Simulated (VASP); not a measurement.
Write the native input for VASP 6.6.1 that does the following.

```
Task                   : single point
Functional             : r2SCAN
Potentials or basis    : VASP PAW PBE potentials, release 64 (Bi_d)
Cutoff                 : 520 eV
k mesh                 : 8 × 8 × 4
Occupations            : fermi-dirac, width 0.05 eV
Spin                   : no spin polarisation
Dipole correction      : no
Further INCAR settings : ALGO = Normal; EDIFF = 1e-06; NBANDS = 22
```

Crystal: Bi.

```
CELL_PARAMETERS angstrom
3.23838 0.00000 0.00000
0.00000 3.22164 0.00000
-0.08045 0.00000 6.44389
ATOMIC_POSITIONS crystal
Bi 0.54425 0.00000 0.74958
Bi 0.45575 0.00000 0.25042
```

The input as run:

POSCAR

```
Bi
1.0
    3.2383762460      0.0000000000      0.0000000000
    0.0000000000      3.2216433200      0.0000000000
   -0.0804548793      0.0000000000      6.4438887882
Bi
2
Direct
    0.5442472500      0.0000000000      0.7495778900
    0.4557527500      0.0000000000      0.2504221100
```

INCAR.step1

```
PREC = Accurate
ENCUT = 520
ISMEAR = -1
SIGMA = 0.05
LREAL = F
LASPH = T
NELM = 60
NBANDS = 22
GGA = PE
ALGO = Normal
EDIFF = 1E-4
LWAVE = T
LCHARG = F
```

INCAR.step2

```
PREC = Accurate
ENCUT = 520
EDIFF = 1E-6
ISMEAR = -1
SIGMA = 0.05
LREAL = F
LASPH = T
NELM = 60
ALGO = Normal
ISIF = 2
LWAVE = F
LCHARG = F
METAGGA = R2SCAN
LMIXTAU = T
NBANDS = 22
ISTART = 1
```

KPOINTS

```
Automatic mesh
0
Gamma
  8 8 4
```

Potentials or basis: VASP PAW PBE potentials, release 64 (Bi_d).

Command:

```console
$ cat potpaw_PBE.64/Bi_d/POTCAR > POTCAR
$ cp INCAR.step1 INCAR
$ mpirun -np 1 vasp_std > vasp.out
$ cp INCAR.step2 INCAR
$ mpirun -np 1 vasp_std > vasp.out
```

It gave:

```yaml
Pressure: 1.1 GPa
Largest_force: 0.025 eV/Å
Band_gap_on_the_k_mesh: zero (bands 15 and 16 overlap by 6.70 eV)
```

Caveat: the PAW data sets were made with another functional, which shifts forces and pressure a little; spin-orbit coupling is left out, which moves the levels of the heavy elements.

Run time: 8.3 min on 1 thread of AMD EPYC 7R13, with other jobs on the host, peak memory 0.21 GiB.
